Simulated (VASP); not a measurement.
Wanted: the native input for a VASP 6.6.1 run.

* Task: single point
* Functional: r2SCAN
* Potentials or basis: VASP PAW PBE potentials, release 64 (Sb)
* Cutoff: 520 eV
* k mesh: 16 × 16 × 16
* Occupations: gaussian, width 0.15 eV
* Spin: no spin polarisation
* Dipole correction: no
* Further INCAR settings: ALGO = Normal; EDIFF = 1e-07; NBANDS = 8

The system is Sb.

```
Sb
1.0
     3.54716    0.00000    0.00000
     0.00000    3.54716    0.00000
     0.00000    0.00000    2.50784
Sb
1
Direct
  0.00000 0.00000 0.00000
```

This cell differs from its parent crystal: ratio of the length along z to the lengths across it x 0.707, volume and fractional coordinates fixed.

These files were run (other wordings do the same):

POSCAR

```
Sb
1.0
    3.5471586354      0.0000000000      0.0000000000
    0.0000000000      3.5471586354      0.0000000000
    0.0000000000      0.0000000000      2.5078411553
Sb
1
Direct
    0.0000000000      0.0000000000      0.0000000000
```

INCAR.step1

```
PREC = Accurate
ENCUT = 520
ISMEAR = 0
SIGMA = 0.15
LREAL = F
LASPH = T
NELM = 80
NBANDS = 8
GGA = PE
ALGO = Normal
EDIFF = 1E-4
LWAVE = T
LCHARG = F
```

INCAR.step2

```
PREC = Accurate
ENCUT = 520
EDIFF = 1E-7
ISMEAR = 0
SIGMA = 0.15
LREAL = F
LASPH = T
NELM = 80
ALGO = Normal
ISIF = 2
LWAVE = F
LCHARG = F
METAGGA = R2SCAN
LMIXTAU = T
NBANDS = 8
ISTART = 1
```

KPOINTS

```
regular mesh
0
Gamma
  16 16 16
```

Potentials or basis: VASP PAW PBE potentials, release 64 (Sb).

The run is started by

```console
$ cat potpaw_PBE.64/Sb/POTCAR > POTCAR
$ cp INCAR.step1 INCAR
$ mpirun -np 1 vasp_std > vasp.out
$ cp INCAR.step2 INCAR
$ mpirun -np 1 vasp_std > vasp.out
```

Results of the run:

```json
{
 "Pressure": "12.6 GPa"
}
```

Caveat: the PAW data sets were made with another functional, which shifts forces and pressure a little.

Run time: 4.3 min on 1 thread of Intel(R) Xeon(R) Platinum 8259CL CPU @ 2.50GHz (Skylake/Cascade Lake) (shared host), peak memory 0.22 GiB.
